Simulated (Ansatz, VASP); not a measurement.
## Cd2O in VASP and in Ansatz

File INCAR:

```
SYSTEM = Cd2O
ALGO     = Normal         ! electronic algorithm
EDIFF    = 1E-7           ! SCF threshold, eV
ENCUT    = 520            ! plane-wave cutoff, eV
GGA      = PE             ! functional
ISIF     = 2              ! what is computed and relaxed
ISMEAR   = 1              ! smearing method
LASPH    = .True.         ! aspherical terms in the spheres
LCHARG   = .True.         ! write CHGCAR
LELF     = .True.         ! ELF
LREAL    = .False.        ! projectors in reciprocal space
LVHAR    = .True.       
LWAVE    = .False.        ! write WAVECAR
NBANDS   = 22             ! bands
NELM     = 60             ! most SCF steps
PREC     = Accurate       ! precision mode
SIGMA    = 0.0164         ! smearing width, eV
```

Contents of KPOINTS:

```
k-points
0
Gamma
  6 6 6
  0 0 0
```

File POSCAR:

```
Cd2O
1.0
    0.0000000000      2.7580520000      2.7580520000
    2.7580520000      0.0000000000      2.7580520000
    2.7580520000      2.7580520000      0.0000000000
Cd O
2 1
Direct
    0.2500000000      0.2500000000      0.2500000000
    0.7500000000      0.7500000000      0.7500000000
    0.5000000000      0.5000000000      0.5000000000
```

Input for Ansatz:

```yaml
crystal:
  lattice:
    - [0.0, 2.758052, 2.758052]
    - [2.758052, 0.0, 2.758052]
    - [2.758052, 2.758052, 0.0]
  atoms:
    - { symbol: Cd, position: [0.25, 0.25, 0.25] }
    - { symbol: Cd, position: [0.75, 0.75, 0.75] }
    - { symbol: O, position: [0.5, 0.5, 0.5] }
  symmetry: { tolerance: 0.0003 }
kpoints:
  mp_grid: { grid: [6, 6, 6], shift: [0, 0, 0] }
magnetization:
  spin_polarized: false
scf:
  occupations: { method: cold, width: 0.0164 }
hamiltonian:
  pseudopotentials: { kind: paw }
  xc: pbe
basis:
  ecutwfc: 420
output:
  forces: true
  stress: true
  eigenvalues: true
```

Alike in both runs: task single point; functional PBE; k mesh 6 × 6 × 6; no spin polarisation.

|  | VASP | Ansatz |
| --- | --- | --- |
| version | VASP 6.6.1 | Ansatz 0.2.0 |
| potentials or method | VASP PAW PBE potentials, release 64 (Cd, O), cutoff 520 eV | PAW plane waves |
| occupations | methfessel-paxton of order 1, width 0.0164 eV | cold, width 0.0164 eV |
| valence electrons in the cell | 30 | 46 |

Ansatz gave:

```
gap on the k mesh at the Fermi level (eV) : 0.39
```

Q: Which values does VASP return?

A: gap on the k mesh at the Fermi level (eV): 0.42.

VASP's potentials hold 30 valence electrons a cell and Ansatz's 46, so a difference there can come from the potentials and not from the codes.
